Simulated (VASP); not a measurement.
Input of a VASP 6.6.1 run:

The input INCAR:

```
ALGO = Normal
EDIFF = 1E-6
EDIFFG = -0.05
ENCUT = 600
IBRION = 2
ISIF = 3
ISMEAR = 0
LASPH = T
LCHARG = F
LREAL = F
LWAVE = F
NELM = 100
NSW = 100
PREC = Accurate
SIGMA = 0.1
```

KPOINTS

```
k-points
0
Gamma
  6 6 4
```

Contents of POSCAR:

```
Cu2As
1.0
    3.7880000000      0.0000000000      0.0000000000
    0.0000000000      3.7880000000      0.0000000000
    0.0000000000      0.0000000000      5.9420000000
Cu As
4 2
Direct
    0.0000000000      0.0000000000      0.0000000000
    0.5000000000      0.5000000000      0.0000000000
    0.0000000000      0.5000000000      0.3030000000
    0.5000000000      0.0000000000      0.6970000000
    0.0000000000      0.5000000000      0.7090000000
    0.5000000000      0.0000000000      0.2910000000
```

Potentials or basis: VASP PAW LDA potentials, release 64 (Cu, As).

Command:

```bash
$ cat potpaw_LDA.64/Cu/POTCAR potpaw_LDA.64/As/POTCAR > POTCAR
$ mpirun -np 1 vasp_std > vasp.out
```

Task: Predict the relaxed cell.

Result: a = 3.737 Å, b = 3.737 Å, c = 5.742 Å, α = 90.00°, β = 90.00°, γ = 90.00°.

Task: Predict the band gap on the k mesh.

Result: Zero (band 27 reaches 9.36 eV, above the bottom of band 28 at 5.76 eV).

Task: Predict the space group after relaxing (to 0.05 Å).

Result: P4/nmm (No. 129).

Task: What does it give for the relaxed volume?

Result: 13.36 Å³/atom.

Forces in eV/Å, atoms in the order of the input:
```
Cu   0.000  0.000  0.000
Cu   0.000  0.000  0.000
Cu   0.000  0.000 -0.025
Cu   0.000  0.000  0.025
As   0.000  0.000  0.007
As   0.000  0.000 -0.007
```

Caveat: the relaxation stopped at a loose force limit of 0.05 eV/Å, so its end isn't a converged minimum. LDA usually gives volumes a few per cent too small.
